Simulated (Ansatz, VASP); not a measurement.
Hg2O in VASP and in Ansatz

```xyz
3
Lattice="3.1425 0.0000 0.0000 -1.5713 2.7215 0.0000 0.0000 0.0000 11.4875" Properties=species:S:1:pos:R:3 pbc="T T T"
Hg    0.0000    1.8143    1.6482
Hg    0.0000    1.8143    9.8393
O     0.0000    0.0000    0.0000
```

Change from the starting cell: species swapped into the MoSe2 type (P-6m2, No. 187).

Alike in both runs: functional PBE; k mesh 6 × 6 × 1; occupations gaussian, width 0.15 eV; no spin polarisation.

Ansatz relaxed the structure, and its values are those at the end. VASP's run is a single point on that final structure, the one shown.

```csv
,VASP,Ansatz
version,VASP 6.6.1,Ansatz 0.2.0
potentials or method,"VASP PAW PBE potentials, release 64 (Hg, O), cutoff 600 eV","scalar-relativistic, plane waves, PAW"
valence electrons in the cell,30,46
```

|  | VASP | Ansatz | Ansatz less VASP |
| --- | --- | --- | --- |
| gap on the k mesh at the Fermi level (eV) | none | none | - |
| rms of the force components (eV/Å) | 0.036 | 0.001 | -0.0357 |

A gap of «none» marks a metal or a gap that the smearing closes. The functional is the same, so the differences come from potentials, cutoffs and numerics. VASP's potentials hold 30 valence electrons a cell and Ansatz's 46, so a difference there can come from the potentials and not from the codes.

The k mesh is coarse, so the values compare programs but aren't converged. Spin-orbit coupling is off throughout.
